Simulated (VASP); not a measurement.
# TiB (F-43m) in VASP: a series of runs, part 3 of 3

VASP 6.6.1. The steps go on from the part before.

**4. Single point, LDA (volume scaled by 1.02)**

INCAR reads:

```
PREC     = Accurate       # precision mode
ENCUT    = 520            # plane-wave cutoff, eV
EDIFF    = 1E-7           # SCF threshold, eV
ISMEAR   = -1             # smearing method
SIGMA    = 0.05           # smearing width, eV
LREAL    = F              # projectors in reciprocal space
LASPH    = T              # aspherical terms in the spheres
NELM     = 100            # most SCF steps
ALGO     = Normal         # electronic algorithm
ISIF     = 2              # what is computed and relaxed
LWAVE    = F              # write WAVECAR
LCHARG   = F              # write CHGCAR
NBANDS   = 14             # bands
```

KPOINTS reads:

```
regular mesh
0
Gamma
  13 13 13
```

POSCAR reads:

```
TiB
1.0
    0.0000000000      2.1149143128      2.1149143128
    2.1149143128      0.0000000000      2.1149143128
    2.1149143128      2.1149143128      0.0000000000
Ti B
1 1
Direct
    0.7500000000      0.7500000000      0.7500000000
    0.0000000000      0.0000000000      0.0000000000
```

Potentials or basis: VASP PAW LDA potentials, release 64 (Ti_sv, B).

Command:

```console
cat potpaw_LDA.64/Ti_sv/POTCAR potpaw_LDA.64/B/POTCAR > POTCAR
mpirun -np 1 vasp_std > vasp.out
```

OUTCAR:

```text
PREC = Accurate
   ENCUT = 520
   EDIFF = 1E-7
   ISMEAR = -1
   LREAL = F
   LASPH = T
   NELM = 100
   ISIF = 2

 ion  position               nearest neighbor table
   1  0.750  0.750  0.750-   2 1.83   2 1.83   2 1.83   2 1.83
   2  0.000  0.000  0.000-   1 1.83   1 1.83   1 1.83   1 1.83

  LATTYP: Found a face centered cubic cell.
 ALAT       =     4.2298286256

  Lattice vectors:

 A1 = (   0.0000000000,   2.1149143128,   2.1149143128)
 A2 = (   2.1149143128,   0.0000000000,   2.1149143128)
 A3 = (   2.1149143128,   2.1149143128,   0.0000000000)

Analysis of symmetry for initial positions (statically):
=====================================================================
 Subroutine PRICEL returns:
 Original cell was already a primitive cell.

 Routine SETGRP: Setting up the symmetry group for a
 face centered cubic supercell.

 Subroutine GETGRP returns: Found 24 space group operations
 (whereof 24 operations were pure point group operations)
 out of a pool of 48 trial point group operations.

The static configuration has the point symmetry T_d .

Analysis of symmetry for dynamics (positions and initial velocities):
=====================================================================
 Subroutine PRICEL returns:
 Original cell was already a primitive cell.

 Routine SETGRP: Setting up the symmetry group for a
 face centered cubic supercell.

 Subroutine GETGRP returns: Found 24 space group operations
 (whereof 24 operations were pure point group operations)
 out of a pool of 48 trial point group operations.

The dynamic configuration has the point symmetry T_d .

 Subroutine INISYM returns: Found 24 space group operations
 (whereof 24 operations are pure point group operations),
 and found     1 'primitive' translations

----------------------------------------------------------------------------------------

                                     Primitive cell

  volume of cell :      18.9194

  direct lattice vectors                    reciprocal lattice vectors
     0.000000000  2.114914313  2.114914313    -0.236416198  0.236416198  0.236416198
     2.114914313  0.000000000  2.114914313     0.236416198 -0.236416198  0.236416198
     2.114914313  2.114914313  0.000000000     0.236416198  0.236416198 -0.236416198

  length of vectors
     2.990940504  2.990940504  2.990940504     0.409484866  0.409484866  0.409484866

  position of ions in fractional coordinates (direct lattice)
     0.750000000  0.750000000  0.750000000
     0.000000000  0.000000000  0.000000000

  ion indices of the primitive-cell ions
   primitive index   ion index
                 1           1
                 2           2

----------------------------------------------------------------------------------------

 KPOINTS: regular mesh

Automatic generation of k-mesh.
 Grid dimensions read from file:
 generate k-points for:   13   13   13

 Generating k-lattice:

  Cartesian coordinates                     Fractional coordinates (reciprocal lattice)
    -0.018185861  0.018185861  0.018185861     0.076923077  0.000000000  0.000000000
     0.018185861 -0.018185861  0.018185861     0.000000000  0.076923077  0.000000000
     0.018185861  0.018185861 -0.018185861     0.000000000  0.000000000  0.076923077

  Length of vectors
     0.031498836  0.031498836  0.031498836

  Shift w.r.t. Gamma in fractional coordinates (k-lattice)
     0.000000000  0.000000000  0.000000000

 Subroutine IBZKPT returns following result:
 ===========================================

 Found     84 irreducible k-points:

 Following reciprocal coordinates:
            Coordinates               Weight
  0.000000  0.000000  0.000000      1.000000
  0.076923  0.000000  0.000000      8.000000
  0.153846  0.000000  0.000000      8.000000
  0.230769  0.000000  0.000000      8.000000
  0.307692  0.000000  0.000000      8.000000
  0.384615  0.000000  0.000000      8.000000
[... 16 lines left out ...]
  0.384615  0.153846  0.000000     24.000000
  0.461538  0.153846  0.000000     24.000000
 [... further k-points ...]
   k-points           NKPTS =     84   k-points in BZ     NKDIM =     84   number of bands    NBANDS=     14
   number of dos      NEDOS =    301   number of ions     NIONS =      2
   total plane-waves  NPLWV =  13824
   dimension x,y,z NGX =    24 NGY =   24 NGZ =   24
   dimension x,y,z NGXF=    48 NGYF=   48 NGZF=   48
   ions per type =               1   1
   NGX,Y,Z   is equivalent  to a cutoff of  13.34, 13.34, 13.34 a.u.
   NGXF,Y,Z  is equivalent  to a cutoff of  26.68, 26.68, 26.68 a.u.
 SYSTEM =  unknown system
   PREC   = accura    normal or accurate (medium, high low for compatibility)
   ISTART =      0    job   : 0-new  1-cont  2-samecut
   ICHARG =      2    charge: 1-file 2-atom 10-const
   ISPIN  =      1    spin polarized calculation?
   LNONCOLLINEAR =      F non collinear calculations
   LSORBIT =      F    spin-orbit coupling
   LASPH  =      T    aspherical Exc in radial PAW
   ENCUT  =  520.0 eV  38.22 Ry    6.18 a.u.   5.56  5.56  5.56*2*pi/ulx,y,z
   NELM   =    100;   NELMIN=  2; NELMDL= -5     # of ELM steps
   EDIFF  = 0.1E-06   stopping-criterion for ELM
   LREAL  =      F    real-space projection
   EDIFFG = 0.1E-05   stopping-criterion for IOM
   NSW    =      0    number of steps for IOM
   IBRION =     -1    ionic relax: 0-MD 1-quasi-New 2-CG
   NFREE  =      0    steps in history (QN), initial steepest desc. (CG)
   ISIF   =      2    stress and relaxation
   ISYM   =      2    0-nonsym 1-usesym 2-fastsym
   POTIM  = 0.5000    time-step for ionic-motion
   TEBEG  =    0.0;   TEEND  =   0.0 temperature during run
   PSTRESS=    0.0 pullay stress
   NELECT =      15.0000    total number of electrons
   NUPDOWN=      -1.0000    fix difference up-down
   EMIN   =  10.00;   EMAX   =-10.00  energy-range for DOS
   EFERMI =   0.00;   METHOD = LEGACY
   ISMEAR =    -1;   SIGMA  =   0.05  broadening in eV -4-tet -1-fermi 0-gaus
   EFERMI_NEDOS =   21; number of points for ismear=-14 and -15
   IALGO  =     38    algorithm
   IMIX   =      4    mixing-type and parameters
     AMIX     =   0.40;   BMIX     =  1.00
     AMIX_MAG =   1.60;   BMIX_MAG =  1.00
  volume/ion in A,a.u.               =       9.46        63.84
  Fermi-wavevector in a.u.,A,eV,Ry     =   1.515197  2.863307 31.236560  2.295822
  Thomas-Fermi vector in A             =   2.624753
   LORBIT       =      0    0 simple, 1 ext, 2 COOP (PROOUT), +10 PAW based schemes
   GGA     = CA    functional components
   LHFCALC =     F    Hartree Fock is set to
   AEXX    =    0.0000 exact exchange contribution
   IVDW    =     0    specifies the selected vdW correction
   LEPSILON=     F    determine dielectric tensor
   LRPA    =     F    only Hartree local field effects (RPA)
 non-spin polarized calculation
  energy-cutoff  :      520.00
  volume of cell :       18.92
 maximum number of plane-waves:       532
   NGX = 11   NGY = 11   NGZ = 11

 number of electron      15.0000001 magnetization

 Free energy of the ion-electron system (eV)
  ---------------------------------------------------
  ext. energy  EPLUGINS =         0.00000000
  ---------------------------------------------------
  free energy    TOTEN  =       -12.24803309 eV

  energy without entropy =      -12.24056665  energy(sigma->0) =      -12.24429987

 E-fermi :   8.9283     XC(G=0): -12.9036

 val. band max:        8.9131344364   @ k =  -0.3846   0.4615   0.1538
 cond. band min:       8.9453078002   @ k =   0.3846   0.3077   0.0000
 fundamental gap:      0.0321733638
 Fermi energy:         8.9282877539

 k-point     1 :       0.0000    0.0000    0.0000
  band No.  band energies     occupation
      1     -45.2872      2.00000
      2     -21.7687      2.00000
      3     -21.7687      2.00000
      4     -21.7687      2.00000
      5       0.1388      2.00000
      6       7.0729      2.00000
      7       7.0729      2.00000
      8       7.0729      2.00000
      9      12.1290      0.00000
     10      12.1290      0.00000
     11      21.1529      0.00000
     12      21.5058      0.00000
     13      21.5058      0.00000
     14      21.5058      0.00000
[... 375 lines left out ...]
 k-point    24 :       0.4615    0.1538    0.0000
  band No.  band energies     occupation
      1     -45.1719      2.00000
      2     -22.4242      2.00000
      3     -21.9591      2.00000
      4     -21.9217      2.00000
      5       3.6265      2.00000
      6       6.2210      2.00000
      7       7.7207      2.00000
      8       8.2437      2.00000
      9      12.2008      0.00000
     10      13.1143      0.00000
     11      14.8346      0.00000
     12      18.3356      0.00000
     13      19.3222      0.00000
     14      22.3659      0.00000

 [... further k-points ...]
[... 5 lines left out ...]
  --------------------------------------------------------------------------------------
  -------------------------------------------------------------------------------------
  Total       11.5138989     11.5138989     11.5138989      0.0000000      0.0000000      0.0000000
  in kB      975.0450223    975.0450223    975.0450223      0.0000000      0.0000000      0.0000000
  external PRESSURE =     975.0450223 kB  Pullay stress =       0.0000000 kB

 VOLUME and BASIS-vectors are now :
 -----------------------------------------------------------------------------
  energy-cutoff  :      520.00
  volume of cell :       18.92
      direct lattice vectors                 reciprocal lattice vectors
     0.000000000  2.114914313  2.114914313    -0.236416198  0.236416198  0.236416198
     2.114914313  0.000000000  2.114914313     0.236416198 -0.236416198  0.236416198
     2.114914313  2.114914313  0.000000000     0.236416198  0.236416198 -0.236416198

 POSITION                                       TOTAL-FORCE (eV/Angst)
 -----------------------------------------------------------------------------------
      3.17237      3.17237      3.17237         0.000000      0.000000      0.000000
      0.00000      0.00000      0.00000        -0.000000     -0.000000     -0.000000
 -----------------------------------------------------------------------------------
    total drift:                                0.000001      0.000001      0.000001

  FREE ENERGIE OF THE ION-ELECTRON SYSTEM (eV)
  ---------------------------------------------------
  free  energy   TOTEN  =       -12.2480330878 eV

  energy  without entropy=      -12.2405666518  energy(sigma->0) =      -12.24429987
```

It took 14 s on 1 thread of AMD EPYC 9R45 (Zen 5), shared host; peak memory 0.11 GiB.

Results:

```
Free energy : -12.2480 eV
Pressure    : 97.5 GPa
```

**5. The runs side by side**

| cell | gap on the mesh (eV) | pressure (GPa) |
| --- | --- | --- |
| a = 2.951 Å, angles 60.0°, 2 atoms | none | 114.1 |
| a = 2.981 Å, angles 60.0°, 2 atoms | none | 101.4 |
| a = 2.991 Å, angles 60.0°, 2 atoms | none | 97.5 |

Alike in all rows: task single point; level LDA; potentials or basis VASP PAW LDA potentials, release 64 (Ti_sv, B); no spin polarisation; k mesh 13 × 13 × 13; cutoff (eV) 520; smearing fermi-dirac 0.05 eV.

Absolute energies hang on the potentials; compare differences alone.
